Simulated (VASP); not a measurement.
**Al3In5As8: single point with PBEsol**

The system is Al3In5As8.

```
CELL_PARAMETERS angstrom
11.85469 0.00000 0.00000
0.00000 11.85469 0.00000
0.00000 0.00000 11.85469
ATOMIC_POSITIONS crystal
In 0.00034 0.99055 0.00023
In 0.00237 0.99366 0.49977
In 0.49965 0.99378 0.00295
In 0.49749 0.99472 0.49798
In 0.49995 0.50593 0.49564
In 0.25052 0.25625 0.00340
In 0.24786 0.25531 0.49833
In 0.75063 0.25913 0.00137
In 0.75304 0.25630 0.50121
In 0.75350 0.74463 0.49733
In 0.24965 0.99064 0.24997
In 0.24805 0.99246 0.75016
In 0.24605 0.50736 0.75191
In 0.74980 0.99216 0.24819
In 0.75219 0.99623 0.75266
In 0.00059 0.25816 0.25096
In 0.99862 0.25741 0.75060
In 0.50020 0.25725 0.24920
In 0.50302 0.25442 0.75371
In 0.49895 0.74716 0.75400
Al 0.99721 0.50786 0.00150
Al 0.99913 0.50628 0.49706
Al 0.50117 0.50654 0.00388
Al 0.24613 0.74274 0.00294
Al 0.24347 0.74401 0.49426
Al 0.75115 0.74111 0.00156
Al 0.24732 0.50767 0.24743
Al 0.75118 0.50638 0.24548
Al 0.75322 0.50492 0.75363
Al 0.99977 0.74071 0.24650
Al 0.99896 0.74304 0.75097
Al 0.49581 0.74266 0.24480
As 0.12420 0.12347 0.12609
As 0.12389 0.12606 0.62578
As 0.12317 0.62408 0.12401
As 0.11722 0.63051 0.61810
As 0.62537 0.12623 0.12473
As 0.62533 0.12353 0.62447
As 0.62534 0.62523 0.12577
As 0.63124 0.61980 0.63176
As 0.37526 0.39271 0.12676
As 0.37473 0.37964 0.62597
As 0.37225 0.85796 0.12243
As 0.36598 0.86142 0.61635
As 0.87616 0.39230 0.12534
As 0.87645 0.39321 0.62539
As 0.87465 0.85611 0.12479
As 0.88138 0.86565 0.63178
As 0.37317 0.12574 0.37237
As 0.37409 0.12350 0.87605
As 0.36725 0.63055 0.36757
As 0.37402 0.62539 0.88951
As 0.87533 0.12351 0.37438
As 0.87592 0.12640 0.87768
As 0.88033 0.61826 0.36615
As 0.87565 0.62511 0.87603
As 0.12620 0.39287 0.37517
As 0.11729 0.38588 0.88394
As 0.12054 0.85781 0.37099
As 0.12478 0.85576 0.87468
As 0.63383 0.38583 0.36756
As 0.62540 0.39306 0.87717
As 0.61616 0.86161 0.36678
As 0.63285 0.86570 0.88356
```

| Item | Value |
| --- | --- |
| Program | VASP 6.6.1 |
| Task | single point |
| Functional | PBEsol |
| Potentials or basis | VASP PAW PBE potentials, release 64 (In_d, Al, As) |
| Cutoff | 500 eV |
| k mesh | 1 × 1 × 1, shifted |
| Occupations | fermi-dirac, width 0.05 eV |
| Spin | no spin polarisation |

```yaml
Pressure: 0.1 GPa
Largest_force: 0.030 eV/Å
Band_gap_on_the_k_mesh: 1.42 eV
```

Forces on the atoms (eV/Å):
```
In  -0.002 -0.005  0.010
In  -0.003  0.002  0.002
In   0.001  0.004  0.004
In   0.000 -0.002 -0.004
In   0.002 -0.006 -0.001
In   0.007 -0.003 -0.001
In   0.000 -0.007  0.005
In   0.014 -0.009  0.002
In   0.004 -0.001  0.003
In   0.006  0.002 -0.001
In   0.003  0.012 -0.004
In   0.003  0.014 -0.003
In   0.002 -0.006 -0.003
In  -0.001  0.028  0.008
In   0.001  0.002  0.008
In  -0.002 -0.009  0.000
In   0.002  0.006  0.004
In  -0.007 -0.001  0.006
In   0.003  0.004  0.003
In   0.002 -0.007 -0.003
Al   0.006 -0.002  0.000
Al  -0.002 -0.002  0.008
Al   0.009 -0.005 -0.002
Al  -0.016  0.004 -0.008
Al   0.014  0.006  0.005
Al  -0.007  0.008 -0.014
Al  -0.010 -0.004 -0.008
Al  -0.017 -0.002  0.013
Al   0.001 -0.002  0.004
Al   0.006  0.004 -0.011
Al   0.013 -0.011  0.004
Al   0.004  0.001  0.001
As  -0.011 -0.008  0.005
As   0.002 -0.004 -0.001
As   0.003  0.003 -0.004
As   0.001 -0.003  0.003
As   0.000 -0.010 -0.004
As   0.004  0.000 -0.008
As  -0.001  0.000  0.001
As  -0.016  0.011 -0.005
As  -0.005 -0.013  0.005
As   0.000  0.004  0.000
As   0.000  0.006 -0.001
As   0.009 -0.001  0.002
As   0.007 -0.010 -0.008
As  -0.002 -0.012 -0.002
As   0.008  0.012  0.001
As  -0.020  0.017 -0.015
As   0.001  0.006 -0.003
As  -0.007  0.000  0.008
As   0.006  0.006  0.009
As   0.012 -0.005 -0.014
As   0.012 -0.015 -0.004
As  -0.009  0.001 -0.002
As  -0.011 -0.003  0.004
As  -0.001  0.000  0.003
As   0.008 -0.007  0.001
As   0.000 -0.007 -0.005
As  -0.013  0.005 -0.008
As   0.000  0.007  0.006
As  -0.001  0.001 -0.002
As  -0.014 -0.005 -0.003
As   0.001  0.007  0.015
As   0.000  0.004 -0.003
```

Stress tensor (GPa, compression positive):
```
 0.12 -0.52 -0.50
-0.52  0.17 -0.52
-0.50 -0.52  0.12
```

Levels at points of the mesh, in eV from the valence-band top:
| k point | band 225 | band 226 | band 227 | band 228 | band 229 | band 230 | band 231 | band 232 |
| --- | --- | --- | --- | --- | --- | --- | --- | --- |
| (0.25, 0.25, 0.25) | -0.39 | -0.31 | -0.07 | 0.00 | 1.42 | 1.59 | 1.78 | 1.86 |

Run time: 15 min on 1 thread of Intel(R) Xeon(R) Platinum 8375C CPU @ 2.90GHz (Ice Lake), on a shared host, peak memory 1.4 GiB.

Caveat: the PAW data sets were made with another functional, which shifts forces and pressure a little; spin-orbit coupling is left out, which moves the levels of the heavy elements; a shifted mesh leaves out Γ, where band edges can lie. A k mesh can miss the band edges.
